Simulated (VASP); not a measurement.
Crystal: HgTe.

```
CELL_PARAMETERS angstrom
0.00000 3.19048 3.41966
3.19048 0.00000 3.41966
3.19048 3.19048 0.00000
ATOMIC_POSITIONS crystal
Hg 0.00000 0.00000 0.00000
Te 0.25000 0.25000 0.25000
```

This cell differs from its parent crystal: epitaxial xy strain -3.0%.

Base run:

| Quantity | Value |
| --- | --- |
| Program | VASP 6.6.1 |
| Functional | PBE |
| Potentials or basis | VASP PAW PBE potentials, release 64 (Hg, Te) |
| Cutoff | 520 eV |
| k mesh | 6 × 6 × 6 |
| Occupations | fermi-dirac, width 0.02 eV |
| Spin | no spin polarisation |

Its results: band gap on the k mesh zero (filled and empty bands touch); pressure 2.2 GPa.

The run is repeated on the same cell with these changes: functional from PBE to r2SCAN. What comes out?

Band gap on the k mesh zero (filled and empty bands touch); pressure 0.9 GPa.

Caveats: spin-orbit coupling is left out, which moves the levels of the heavy elements; the PAW data sets were made with another functional, which shifts forces and pressure a little (some runs).
